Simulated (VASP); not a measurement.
# Cd (P6_3/mmc) in VASP: single point with PBEsol

Aim: the single point of Cd with PBEsol.

All numbers are computed with VASP 6.6.1; they aren't measurements. Logs are shortened: lines on timing, memory, paths and dates and some standing lists are left out, and cuts for length are marked.

## 1. The cell of the first run

It takes space group P6_3/mmc (No. 194, hexagonal). Conventional cell: a = 2.965 Å, b = 2.965 Å, c = 5.483 Å, α = 90.00°, β = 90.00°, γ = 120.00°. Within 3.9 Å of Cd (site symmetry -6m2) lie 12 Cd at 2.97 to 3.23 Å.

## 2. Single point, PBEsol

INCAR

```
SYSTEM = Cd
PREC = Accurate
ENCUT = 520
EDIFF = 1E-6
ISMEAR = 0
SIGMA = 0.05
LREAL = .False.
LASPH = .True.
NELM = 100
ALGO = Normal
ISIF = 2
LWAVE = .False.
LCHARG = .False.
GGA = PS
NBANDS = 19
```

KPOINTS

```
Automatic mesh
0
Gamma
  16 16 8
  0 0 0
```

POSCAR

```
Cd
1.0
    2.9654119988      0.0000000000      0.0000000000
   -1.4827059994      2.5681221237      0.0000000000
    0.0000000000      0.0000000000      5.4827117776
Cd
2
Direct
    0.3333333333      0.6666666667      0.7500000000
    0.6666666667      0.3333333333      0.2500000000
```

Potentials or basis: VASP PAW PBE potentials, release 64 (Cd).

The run is started by

```sh
> cat potpaw_PBE.64/Cd/POTCAR > POTCAR
> mpirun -np 1 vasp_std > vasp.out
```

OUTCAR:

```text
SYSTEM = Cd
   PREC = Accurate
   ENCUT = 520
   EDIFF = 1E-6
   ISMEAR = 0
   LREAL = .False.
   LASPH = .True.
   NELM = 100
   ISIF = 2
   GGA = PS

 ion  position               nearest neighbor table
   1  0.333  0.667  0.750-   2 3.23   2 3.23   2 3.23   2 3.23   2 3.23   2 3.23
   2  0.667  0.333  0.250-   1 3.23   1 3.23   1 3.23   1 3.23   1 3.23   1 3.23

  LATTYP: Found a hexagonal cell.
 ALAT       =     2.9654119988
 C/A-ratio  =     1.8488870281

  Lattice vectors:

 A1 = (   2.9654119988,   0.0000000000,   0.0000000000)
 A2 = (  -1.4827059994,   2.5681221237,   0.0000000000)
 A3 = (   0.0000000000,   0.0000000000,   5.4827117776)

Analysis of symmetry for initial positions (statically):
=====================================================================
 Subroutine PRICEL returns:
 Original cell was already a primitive cell.

 Routine SETGRP: Setting up the symmetry group for a
 hexagonal supercell.

 Subroutine GETGRP returns: Found 24 space group operations
 (whereof 12 operations were pure point group operations)
 out of a pool of 24 trial point group operations.

The static configuration has the point symmetry D_3d.
 The point group associated with its full space group is D_6h.

Analysis of symmetry for dynamics (positions and initial velocities):
=====================================================================
 Subroutine PRICEL returns:
 Original cell was already a primitive cell.

 Routine SETGRP: Setting up the symmetry group for a
 hexagonal supercell.

 Subroutine GETGRP returns: Found 24 space group operations
 (whereof 12 operations were pure point group operations)
 out of a pool of 24 trial point group operations.

The dynamic configuration has the point symmetry D_3d.
 The point group associated with its full space group is D_6h.

 Subroutine INISYM returns: Found 24 space group operations
 (whereof 12 operations are pure point group operations),
 and found     1 'primitive' translations

----------------------------------------------------------------------------------------

                                     Primitive cell

  volume of cell :      41.7538

  direct lattice vectors                    reciprocal lattice vectors
     2.965411999  0.000000000  0.000000000     0.337221270  0.194694791  0.000000000
    -1.482705999  2.568122124  0.000000000     0.000000000  0.389389582  0.000000000
     0.000000000  0.000000000  5.482711778     0.000000000  0.000000000  0.182391495

  length of vectors
     2.965411999  2.965411999  5.482711778     0.389389582  0.389389582  0.182391495

  position of ions in fractional coordinates (direct lattice)
     0.333333333  0.666666667  0.750000000
     0.666666667  0.333333333  0.250000000

  ion indices of the primitive-cell ions
   primitive index   ion index
                 1           1
                 2           2

----------------------------------------------------------------------------------------

 KPOINTS: Automatic mesh

Automatic generation of k-mesh.
 Grid dimensions read from file:
 generate k-points for:   16   16    8

 Generating k-lattice:

  Cartesian coordinates                     Fractional coordinates (reciprocal lattice)
     0.021076329  0.012168424  0.000000000     0.062500000  0.000000000  0.000000000
     0.000000000  0.024336849  0.000000000     0.000000000  0.062500000  0.000000000
     0.000000000  0.000000000  0.022798937     0.000000000  0.000000000  0.125000000

  Length of vectors
     0.024336849  0.024336849  0.022798937

  Shift w.r.t. Gamma in fractional coordinates (k-lattice)
     0.000000000  0.000000000  0.000000000

 Subroutine IBZKPT returns following result:
 ===========================================

 Found    150 irreducible k-points:

 Following reciprocal coordinates:
            Coordinates               Weight
  0.000000  0.000000  0.000000      1.000000
  0.062500  0.000000  0.000000      6.000000
  0.125000  0.000000  0.000000      6.000000
  0.187500  0.000000  0.000000      6.000000
  0.250000  0.000000  0.000000      6.000000
  0.312500  0.000000  0.000000      6.000000
[... 16 lines left out ...]
  0.187500  0.187500  0.000000      6.000000
  0.250000  0.187500  0.000000     12.000000
 [... further k-points ...]
   k-points           NKPTS =    150   k-points in BZ     NKDIM =    150   number of bands    NBANDS=     19
   number of dos      NEDOS =    301   number of ions     NIONS =      2
   total plane-waves  NPLWV =  24192
   dimension x,y,z NGX =    24 NGY =   24 NGZ =   42
   dimension x,y,z NGXF=    48 NGYF=   48 NGZF=   84
   ions per type =               2
   NGX,Y,Z   is equivalent  to a cutoff of  13.45, 13.45, 12.74 a.u.
   NGXF,Y,Z  is equivalent  to a cutoff of  26.91, 26.91, 25.47 a.u.
 SYSTEM =  Cd
   PREC   = accura    normal or accurate (medium, high low for compatibility)
   ISTART =      0    job   : 0-new  1-cont  2-samecut
   ICHARG =      2    charge: 1-file 2-atom 10-const
   ISPIN  =      1    spin polarized calculation?
   LNONCOLLINEAR =      F non collinear calculations
   LSORBIT =      F    spin-orbit coupling
   LASPH  =      T    aspherical Exc in radial PAW
   ENCUT  =  520.0 eV  38.22 Ry    6.18 a.u.   5.51  5.51 10.19*2*pi/ulx,y,z
   NELM   =    100;   NELMIN=  2; NELMDL= -5     # of ELM steps
   EDIFF  = 0.1E-05   stopping-criterion for ELM
   LREAL  =      F    real-space projection
   EDIFFG = 0.1E-04   stopping-criterion for IOM
   NSW    =      0    number of steps for IOM
   IBRION =     -1    ionic relax: 0-MD 1-quasi-New 2-CG
   NFREE  =      0    steps in history (QN), initial steepest desc. (CG)
   ISIF   =      2    stress and relaxation
   ISYM   =      2    0-nonsym 1-usesym 2-fastsym
   POTIM  = 0.5000    time-step for ionic-motion
   TEBEG  =    0.0;   TEEND  =   0.0 temperature during run
   PSTRESS=    0.0 pullay stress
   NELECT =      24.0000    total number of electrons
   NUPDOWN=      -1.0000    fix difference up-down
   EMIN   =  10.00;   EMAX   =-10.00  energy-range for DOS
   EFERMI =   0.00;   METHOD = LEGACY
   ISMEAR =     0;   SIGMA  =   0.05  broadening in eV -4-tet -1-fermi 0-gaus
   EFERMI_NEDOS =   21; number of points for ismear=-14 and -15
   IALGO  =     38    algorithm
   IMIX   =      4    mixing-type and parameters
     AMIX     =   0.40;   BMIX     =  1.00
     AMIX_MAG =   1.60;   BMIX_MAG =  1.00
  volume/ion in A,a.u.               =      20.88       140.88
  Fermi-wavevector in a.u.,A,eV,Ry     =   1.361173  2.572243 25.208750  1.852791
  Thomas-Fermi vector in A             =   2.487772
   LORBIT       =      0    0 simple, 1 ext, 2 COOP (PROOUT), +10 PAW based schemes
   GGA     = PS    functional components
   LHFCALC =     F    Hartree Fock is set to
   AEXX    =    0.0000 exact exchange contribution
   IVDW    =     0    specifies the selected vdW correction
   LEPSILON=     F    determine dielectric tensor
   LRPA    =     F    only Hartree local field effects (RPA)
 non-spin polarized calculation
 Gauss-broadening in eV      SIGMA  =   0.05
  energy-cutoff  :      520.00
  volume of cell :       41.75
 maximum number of plane-waves:      1150
 NGX is ok and might be reduce to    24
   NGX = 11   NGY = 11   NGZ = 21

 number of electron      24.0000003 magnetization

 Free energy of the ion-electron system (eV)
  ---------------------------------------------------
  ext. energy  EPLUGINS =         0.00000000
  ---------------------------------------------------
  free energy    TOTEN  =        -2.40813825 eV

  energy without entropy =       -2.40771976  energy(sigma->0) =       -2.40792900

 E-fermi :   3.0964     XC(G=0): -11.3939

 val. band max:        3.0806971155   @ k =   0.3750   0.2500   0.5000
 cond. band min:       3.1186922913   @ k =   0.5000   0.0000   0.5000
 fundamental gap:      0.0379951758
 Fermi energy:         3.0964343904

 k-point     1 :       0.0000    0.0000    0.0000
  band No.  band energies     occupation
      1      -6.9242      2.00000
      2      -6.6085      2.00000
      3      -6.2332      2.00000
      4      -6.2332      2.00000
      5      -6.1715      2.00000
      6      -6.1715      2.00000
[... 11 lines left out ...]
     18      18.7332      0.00000
     19      18.8160      0.00000

 k-point     2 :       0.0625    0.0000    0.0000
  band No.  band energies     occupation
      1      -6.8816      2.00000
      2      -6.5616      2.00000
      3      -6.2507      2.00000
      4      -6.1956      2.00000
      5      -6.1882      2.00000
      6      -6.1354      2.00000
[... 11 lines left out ...]
     18      18.6913      0.00000
     19      19.2085      0.00000

 k-point     3 :       0.1250    0.0000    0.0000
  band No.  band energies     occupation
      1      -6.7781      2.00000
      2      -6.4793      2.00000
      3      -6.2947      2.00000
      4      -6.2077      2.00000
      5      -6.0869      2.00000
      6      -6.0313      2.00000
[... 11 lines left out ...]
     18      18.2448      0.00000
     19      18.5859      0.00000

 k-point     4 :       0.1875    0.0000    0.0000
  band No.  band energies     occupation
      1      -6.7151      2.00000
      2      -6.4237      2.00000
      3      -6.3578      2.00000
      4      -6.1341      2.00000
      5      -6.0083      2.00000
      6      -5.9201      2.00000
[... 11 lines left out ...]
     18      16.6285      0.00000
     19      16.7209      0.00000

 k-point     5 :       0.2500    0.0000    0.0000
  band No.  band energies     occupation
      1      -6.7720      2.00000
      2      -6.5206      2.00000
      3      -6.2346      2.00000
      4      -6.2204      2.00000
      5      -5.9815      2.00000
      6      -5.8763      2.00000
[... 11 lines left out ...]
     18      16.3304      0.00000
     19      16.5961      0.00000
[... 334 lines left out ...]
      2      -6.6404      2.00000
      3      -6.6389      2.00000
      4      -6.1454      2.00000
      5      -6.0328      2.00000
      6      -5.9248      2.00000
[... 11 lines left out ...]
     18      13.8939      0.00000
     19      14.6000      0.00000

 k-point    22 :       0.4375    0.1250    0.0000
  band No.  band energies     occupation
      1      -6.8980      2.00000
      2      -6.6678      2.00000
      3      -6.6608      2.00000
      4      -6.1389      2.00000
      5      -6.0674      2.00000
      6      -5.8935      2.00000
[... 11 lines left out ...]
     18      13.7651      0.00000
     19      14.5159      0.00000

 k-point    23 :       0.1875    0.1875    0.0000
  band No.  band energies     occupation
      1      -6.5422      2.00000
      2      -6.4983      2.00000
      3      -6.3754      2.00000
      4      -6.1821      2.00000
      5      -6.1349      2.00000
      6      -6.0210      2.00000
[... 11 lines left out ...]
     18      13.5630      0.00000
     19      14.2177      0.00000

 k-point    24 :       0.2500    0.1875    0.0000
  band No.  band energies     occupation
      1      -6.6097      2.00000
      2      -6.4944      2.00000
      3      -6.4592      2.00000
      4      -6.1796      2.00000
      5      -6.1001      2.00000
      6      -5.9191      2.00000
[... 11 lines left out ...]
     18      12.7189      0.00000
     19      13.5496      0.00000

 [... further k-points ...]
[... 5 lines left out ...]
  --------------------------------------------------------------------------------------
  -------------------------------------------------------------------------------------
  Total        0.1481610      0.1481610      0.0291165      0.0000000     -0.0000000      0.0000000
  in kB        5.6852356      5.6852356      1.1172584      0.0000000     -0.0000000      0.0000000
  external PRESSURE =       4.1625766 kB  Pullay stress =       0.0000000 kB

 VOLUME and BASIS-vectors are now :
 -----------------------------------------------------------------------------
  energy-cutoff  :      520.00
  volume of cell :       41.75
      direct lattice vectors                 reciprocal lattice vectors
     2.965411999  0.000000000  0.000000000     0.337221270  0.194694791  0.000000000
    -1.482705999  2.568122124  0.000000000     0.000000000  0.389389582  0.000000000
     0.000000000  0.000000000  5.482711778     0.000000000  0.000000000  0.182391495

 POSITION                                       TOTAL-FORCE (eV/Angst)
 -----------------------------------------------------------------------------------
     -0.00000      1.71208      4.11203        -0.000000      0.000000      0.000000
      1.48271      0.85604      1.37068         0.000000     -0.000000      0.000000
 -----------------------------------------------------------------------------------
    total drift:                               -0.000000      0.000000      0.000000

  FREE ENERGIE OF THE ION-ELECTRON SYSTEM (eV)
  ---------------------------------------------------
  free  energy   TOTEN  =        -2.4081382510 eV

  energy  without entropy=       -2.4077197557  energy(sigma->0) =       -2.40792900
```

Run time: 47 s. Hardware: 1 thread of AMD EPYC 9R45 (Zen 5), shared host; peak memory 0.2 GiB.

What came out:

```
Free energy            : -2.4081 eV
Pressure               : 0.4 GPa
Band gap on the k mesh : zero (band 12 reaches 4.13 eV, above the bottom of band 13 at 0.24 eV)
```

Levels at points of the mesh, in eV from the Fermi level:
```
           k point  band 10  band 11  band 12  band 13  band 14  band 15
(0.00, 0.00, 0.00)    -8.50    -8.50    -3.22    -2.86    11.21    14.35
(0.50, 0.00, 0.00)    -8.22    -2.58    -2.02     2.07     2.98     3.36
(0.00, 0.00, 0.50)    -8.63    -7.62    -7.62     4.06     4.06    14.69
(0.50, 0.00, 0.50)    -8.23    -1.75    -1.75     0.02     0.02     8.39
```

Caveat: the PAW data sets were made with another functional, which shifts forces and pressure a little.
